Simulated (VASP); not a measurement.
# Ta4F in VASP: relaxation of the atoms with LDA

Aim: the relaxation of the atoms of Ta4F with LDA.

All numbers are computed with VASP 6.6.1; they aren't measurements. Logs are shortened: lines on timing, memory, paths and dates and some standing lists are left out, and cuts for length are marked.

### 1 The cell of the first run

The cell holds a slab with vacuum, 5 atoms: a = 3.253 Å, b = 3.253 Å, c = 20.214 Å, α = 90.00°, β = 90.00°, γ = 90.00°.

### 2 Relaxation of the atoms, LDA

INCAR reads:

```
SYSTEM = Ta4F
ALGO = Fast ; DIPOL = 0.5 0.5 0.351
EDIFF = 1E-6 ; EDIFFG = -0.025
ENCUT = 520 ; IBRION = 2
IDIPOL = 3 ; ISIF = 2
ISMEAR = 0 ; LASPH = .TRUE.
LCHARG = .FALSE. ; LDIPOL = .TRUE.
LREAL = .FALSE. ; LWAVE = .FALSE.
NELM = 60 ; NSW = 36
PREC = Accurate ; SIGMA = 0.1
```

KPOINTS reads:

```
k-points
0
G
  8 8 1
  0 0 0
```

POSCAR reads:

```
Ta4F
1.0
    3.2528679937      0.0000000000      0.0000000000
    0.0000000000      3.2528679937      0.0000000000
    0.0000000000      0.0000000000     20.2137485622
Ta F
4 1
Selective dynamics
Direct
    0.5000000000      0.5000000000      0.1978851170  F F F
    0.0000000000      0.0000000000      0.2783468875  F F F
    0.5000000000      0.5000000000      0.3580282239  F F F
    0.0000000000      0.0000000000      0.4310802885  F F F
    0.0000000000      0.5000000000      0.4894357191  F F T
```

Potentials or basis: VASP PAW LDA potentials, release 64 (Ta_pv, F).

Command:

```sh
$ cat potpaw_LDA.64/Ta_pv/POTCAR potpaw_LDA.64/F/POTCAR > POTCAR
$ mpirun -np 1 vasp_std > vasp.out
```

OUTCAR:

```text
SYSTEM = Ta4F
   EDIFF = 1E-6
   EDIFFG = -0.025
   ENCUT = 520
   IBRION = 2
   ISIF = 2
   ISMEAR = 0
   LASPH = .TRUE.
   LREAL = .FALSE.
   NELM = 60
   NSW = 36
   PREC = Accurate

 ion  position               nearest neighbor table
   1  0.500  0.500  0.198-   2 2.82   2 2.82   2 2.82   2 2.82   3 3.24
   2  0.000  0.000  0.278-   3 2.81   3 2.81   3 2.81   3 2.81   1 2.82   1 2.82   1 2.82   1 2.82
                             4 3.09
   3  0.500  0.500  0.358-   4 2.73   4 2.73   4 2.73   4 2.73   2 2.81   2 2.81   2 2.81   2 2.81
                             1 3.24
   4  0.000  0.000  0.431-   5 2.01   5 2.01   3 2.73   3 2.73   3 2.73   3 2.73   2 3.09
   5  0.000  0.500  0.489-   4 2.01   4 2.01

  LATTYP: Found a simple tetragonal cell.
 ALAT       =     3.2528679937
 C/A-ratio  =     6.2141312225

  Lattice vectors:

 A1 = (   3.2528679937,   0.0000000000,   0.0000000000)
 A2 = (   0.0000000000,   3.2528679937,   0.0000000000)
 A3 = (   0.0000000000,   0.0000000000,  20.2137485622)

Analysis of symmetry for initial positions (statically):
=====================================================================
 Subroutine PRICEL returns:
 Original cell was already a primitive cell.

 Routine SETGRP: Setting up the symmetry group for a
 simple tetragonal supercell.

 Subroutine GETGRP returns: Found  4 space group operations
 (whereof  4 operations were pure point group operations)
 out of a pool of 16 trial point group operations.

The static configuration has the point symmetry C_2v.

Analysis of symmetry for dynamics (positions and initial velocities):
=====================================================================
 Subroutine PRICEL returns:
 Original cell was already a primitive cell.

 Routine SETGRP: Setting up the symmetry group for a
 simple tetragonal supercell.

 Subroutine GETGRP returns: Found  4 space group operations
 (whereof  4 operations were pure point group operations)
 out of a pool of 16 trial point group operations.

The dynamic configuration has the point symmetry C_2v.

Analysis of constrained symmetry for selective dynamics:
=====================================================================
 Subroutine PRICEL returns:
 Original cell was already a primitive cell.

 Routine SETGRP: Setting up the symmetry group for a
 simple tetragonal supercell.

 Subroutine GETGRP returns: Found  4 space group operations
 (whereof  4 operations were pure point group operations)
 out of a pool of 16 trial point group operations.

The constrained configuration has the point symmetry C_2v.

 Subroutine INISYM returns: Found  4 space group operations
 (whereof  4 operations are pure point group operations),
 and found     1 'primitive' translations

----------------------------------------------------------------------------------------

                                     Primitive cell

  volume of cell :     213.8847

  direct lattice vectors                    reciprocal lattice vectors
     3.252867994  0.000000000  0.000000000     0.307421021  0.000000000  0.000000000
     0.000000000  3.252867994  0.000000000     0.000000000  0.307421021  0.000000000
     0.000000000  0.000000000 20.213748562     0.000000000  0.000000000  0.049471279

  length of vectors
     3.252867994  3.252867994 20.213748562     0.307421021  0.307421021  0.049471279

  position of ions in fractional coordinates (direct lattice)
     0.500000000  0.500000000  0.197885117
     0.000000000  0.000000000  0.278346887
     0.500000000  0.500000000  0.358028224
     0.000000000  0.000000000  0.431080288
     0.000000000  0.500000000  0.489435719

  ion indices of the primitive-cell ions
   primitive index   ion index
                 1           1
                 2           2
                 3           3
                 4           4
                 5           5

[... 23 lines left out ...]

 Found     25 irreducible k-points:

 Following reciprocal coordinates:
            Coordinates               Weight
  0.000000  0.000000  0.000000      1.000000
  0.125000  0.000000  0.000000      2.000000
  0.000000  0.125000  0.000000      2.000000
  0.250000  0.000000  0.000000      2.000000
  0.000000  0.250000  0.000000      2.000000
  0.375000  0.000000  0.000000      2.000000
[... 16 lines left out ...]
  0.500000  0.375000  0.000000      2.000000
 -0.375000  0.500000  0.000000      2.000000
   k-points           NKPTS =     25   k-points in BZ     NKDIM =     25   number of bands    NBANDS=     30
   number of dos      NEDOS =    301   number of ions     NIONS =      5
   total plane-waves  NPLWV =  86400
   dimension x,y,z NGX =    24 NGY =   24 NGZ =  150
   dimension x,y,z NGXF=    48 NGYF=   48 NGZF=  300
   ions per type =               4   1
   NGX,Y,Z   is equivalent  to a cutoff of  12.27, 12.27, 12.34 a.u.
   NGXF,Y,Z  is equivalent  to a cutoff of  24.53, 24.53, 24.67 a.u.
 SYSTEM =  Ta4F
   PREC   = accura    normal or accurate (medium, high low for compatibility)
   ISTART =      0    job   : 0-new  1-cont  2-samecut
   ICHARG =      2    charge: 1-file 2-atom 10-const
   ISPIN  =      1    spin polarized calculation?
   LNONCOLLINEAR =      F non collinear calculations
   LSORBIT =      F    spin-orbit coupling
   LASPH  =      T    aspherical Exc in radial PAW
   ENCUT  =  520.0 eV  38.22 Ry    6.18 a.u.   6.05  6.05 37.58*2*pi/ulx,y,z
   NELM   =     60;   NELMIN=  2; NELMDL= -5     # of ELM steps
   EDIFF  = 0.1E-05   stopping-criterion for ELM
   LREAL  =      F    real-space projection
   EDIFFG = -.3E-01   stopping-criterion for IOM
   NSW    =     36    number of steps for IOM
   IBRION =      2    ionic relax: 0-MD 1-quasi-New 2-CG
   NFREE  =      1    steps in history (QN), initial steepest desc. (CG)
   ISIF   =      2    stress and relaxation
   ISYM   =      2    0-nonsym 1-usesym 2-fastsym
   POTIM  = 0.5000    time-step for ionic-motion
   TEBEG  =    0.0;   TEEND  =   0.0 temperature during run
   PSTRESS=    0.0 pullay stress
   NELECT =      51.0000    total number of electrons
   NUPDOWN=      -1.0000    fix difference up-down
   EMIN   =  10.00;   EMAX   =-10.00  energy-range for DOS
   EFERMI =   0.00;   METHOD = LEGACY
   ISMEAR =     0;   SIGMA  =   0.10  broadening in eV -4-tet -1-fermi 0-gaus
   EFERMI_NEDOS =   21; number of points for ismear=-14 and -15
   IALGO  =     68    algorithm
   IMIX   =      4    mixing-type and parameters
     AMIX     =   0.40;   BMIX     =  1.00
     AMIX_MAG =   1.60;   BMIX_MAG =  1.00
  volume/ion in A,a.u.               =      42.78       288.67
  Fermi-wavevector in a.u.,A,eV,Ry     =   1.015169  1.918391 14.021728  1.030568
  Thomas-Fermi vector in A             =   2.148439
   LORBIT       =      0    0 simple, 1 ext, 2 COOP (PROOUT), +10 PAW based schemes
   GGA     = CA    functional components
   LHFCALC =     F    Hartree Fock is set to
   AEXX    =    0.0000 exact exchange contribution
   IVDW    =     0    specifies the selected vdW correction
   LEPSILON=     F    determine dielectric tensor
   LRPA    =     F    only Hartree local field effects (RPA)
 conjugate gradient relaxation of ions
 non-spin polarized calculation
 RMM-DIIS sequential band-by-band and
 Gauss-broadening in eV      SIGMA  =   0.10
  energy-cutoff  :      520.00
  volume of cell :      213.88
 maximum number of plane-waves:      5812
   NGX = 13   NGY = 13   NGZ = 75

--------------------------------------- Ionic step        1  -------------------------------------------

 number of electron      51.0000000 magnetization

 Free energy of the ion-electron system (eV)
  ---------------------------------------------------
  ext. energy  EPLUGINS =         0.00000000
  ---------------------------------------------------
  free energy    TOTEN  =       -53.62705852 eV

  energy without entropy =      -53.59953712  energy(sigma->0) =      -53.61329782

------------------------ aborting loop because EDIFF is reached ----------------------------------------

 vacuum level on the upper side and lower side of the slab       (xc-potential included)        -0.260        -0.109

  FORCE on cell =-STRESS in cart. coord.  units (eV):
  Direction    XX          YY          ZZ          XY          YZ          ZX
  --------------------------------------------------------------------------------------
  -------------------------------------------------------------------------------------
  Total       -2.0148850     -1.6582725      5.4709161      0.0000000      0.0000000      0.0000000
  in kB      -15.0931922    -12.4218630     40.9817875      0.0000000      0.0000000      0.0000000
  external PRESSURE =       4.4889108 kB  Pullay stress =       0.0000000 kB
[... 20 lines left out ...]
  FREE ENERGIE OF THE ION-ELECTRON SYSTEM (eV)
  ---------------------------------------------------
  free  energy   TOTEN  =       -53.6270585179 eV

  energy  without entropy=      -53.5995371223  energy(sigma->0) =      -53.61329782

 dipolmoment           0.000000      0.000000     -0.043420 electrons x Angstroem

--------------------------------------- Ionic step        2  -------------------------------------------

 number of electron      50.9999999 magnetization

------------------------ aborting loop because EDIFF is reached ----------------------------------------
[... 73 lines left out ...]
--------------------------------------- Ionic step        4  -------------------------------------------

 number of electron      51.0000006 magnetization

 dipolmoment           0.000000      0.000000      0.078778 electrons x Angstroem

 Free energy of the ion-electron system (eV)
  ---------------------------------------------------
  ext. energy  EPLUGINS =         0.00000000
  ---------------------------------------------------
  free energy    TOTEN  =       -54.00045764 eV

  energy without entropy =      -53.97888572  energy(sigma->0) =      -53.98967168

 E-fermi :  -0.9117     XC(G=0):  -5.6385

 val. band max:       -0.9156104339   @ k =  -0.2500   0.3750   0.0000
 cond. band min:      -0.9114733777   @ k =   0.5000   0.0000   0.0000
 fundamental gap:      0.0041370562
 Fermi energy:        -0.9116609094

 k-point     1 :       0.0000    0.0000    0.0000
  band No.  band energies     occupation
      1     -35.6194      2.00000
      2     -35.5700      2.00000
      3     -35.4424      2.00000
      4     -35.4180      2.00000
      5     -35.3947      2.00000
      6     -35.3752      2.00000
[... 781 lines left out ...]
     29       0.9723      0.00000
     30       1.4956      0.00000

 [... further k-points ...]

------------------------ aborting loop because EDIFF is reached ----------------------------------------

 vacuum level on the upper side and lower side of the slab       (xc-potential included)         0.457        -0.881

  FORCE on cell =-STRESS in cart. coord.  units (eV):
  Direction    XX          YY          ZZ          XY          YZ          ZX
  --------------------------------------------------------------------------------------
  -------------------------------------------------------------------------------------
  Total       -2.5024838     -6.7188184      1.2990744      0.0000000      0.0000000      0.0000000
  in kB      -18.7457194    -50.3296313      9.7311656      0.0000000      0.0000000      0.0000000
  external PRESSURE =     -19.7813950 kB  Pullay stress =       0.0000000 kB
[... 20 lines left out ...]
  FREE ENERGIE OF THE ION-ELECTRON SYSTEM (eV)
  ---------------------------------------------------
  free  energy   TOTEN  =       -54.0004576425 eV

  energy  without entropy=      -53.9788857234  energy(sigma->0) =      -53.98967168

 reached required accuracy - stopping structural energy minimisation

 vacuum level on the upper side and lower side of the slab         4.513         3.134
```

Run time: 15 min. Hardware: 1 thread of Oxide Virtual Turin-like, shared host; peak memory 0.28 GiB.

What came out:

| Item | Value |
| --- | --- |
| Free energy | -54.0005 eV |
| Energy gained by relaxing | 74.7 meV/atom |
| Ionic steps | 4 |
| Band gap on the k mesh | zero (an odd number of electrons rules out a gap without spin polarisation) |

The path:
| step | energy change (eV) | largest force on free atoms (eV/Å) | pressure (GPa) |
| --- | --- | --- | --- |
| 1 | 0.0000 | 3.2138 | 0.45 |
| 2 | -0.3299 | 1.0597 | -1.25 |
| 3 | -0.3733 | 0.0538 | -1.94 |
| 4 | -0.3734 | 0.0022 | -1.98 |

Final structure:
```
Ta F
1.0
     3.25287    0.00000    0.00000
     0.00000    3.25287    0.00000
     0.00000    0.00000   20.21375
Ta F
4 1
Direct
  0.50000 0.50000 0.19789
  0.00000 0.00000 0.27835
  0.50000 0.50000 0.35803
  0.00000 0.00000 0.43108
  0.00000 0.50000 0.50125
```

Levels at points of the mesh, in eV from the Fermi level:
```tsv
k point	band 21	band 22	band 23	band 24	band 25	band 26	band 27	band 28	band 29	band 30
(0.00, 0.00, 0.00)	-3.04	-1.94	-0.14	0.23	0.35	0.36	0.46	0.69	0.97	1.66
(0.50, 0.00, 0.00)	-1.61	-1.41	-1.26	-1.18	0.00	0.00	0.34	0.97	1.20	1.56
(0.00, 0.50, 0.00)	-1.64	-1.48	-1.38	-1.10	0.12	0.13	0.31	1.05	1.22	2.03
(0.50, 0.50, 0.00)	-1.99	-1.68	-1.53	-1.38	-0.59	-0.21	1.84	2.30	2.56	2.67
```

Caveat: spin-orbit coupling is left out, which moves the levels of the heavy elements; an odd number of electrons without spin polarisation forces a metal; a magnetic or distorted state may lie lower.
